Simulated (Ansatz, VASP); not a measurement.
**Zr2B3 in VASP and in Ansatz**

```
Zr B
1.0
     3.69532    0.00000    0.00000
    -1.84766    3.20024    0.00000
     0.00000    0.00000    4.53772
Zr B
2 3
Direct
  0.66667 0.33333 0.50000
  0.33333 0.66667 0.00000
  0.00000 0.00000 0.74540
  0.00000 0.00000 0.25460
  0.66667 0.33333 0.00000
```

Change from the starting cell: species swapped into the Fe3Ge2 type (P-6m2, No. 187).

Alike in both runs: task single point; functional PBE; k mesh 6 × 6 × 4; occupations gaussian, width 0.1 eV; no spin polarisation.

|  | VASP | Ansatz |
| --- | --- | --- |
| version | VASP 6.6.1 | Ansatz 0.2.0 |
| potentials or method | VASP PAW PBE potentials, release 64 (Zr_sv, B), cutoff 520 eV | scalar-relativistic, plane waves, PAW |
| valence electrons in the cell | 33 | 33 |

```csv
,VASP,Ansatz,Ansatz less VASP
gap on the k mesh at the Fermi level (eV),none,none,-
rms of the force components (eV/Å),0.421,0.422,+0.0011
```

Atom by atom the forces differ by 0.001 eV/Å (rms over components). A gap of «none» marks a metal or a gap that the smearing closes.
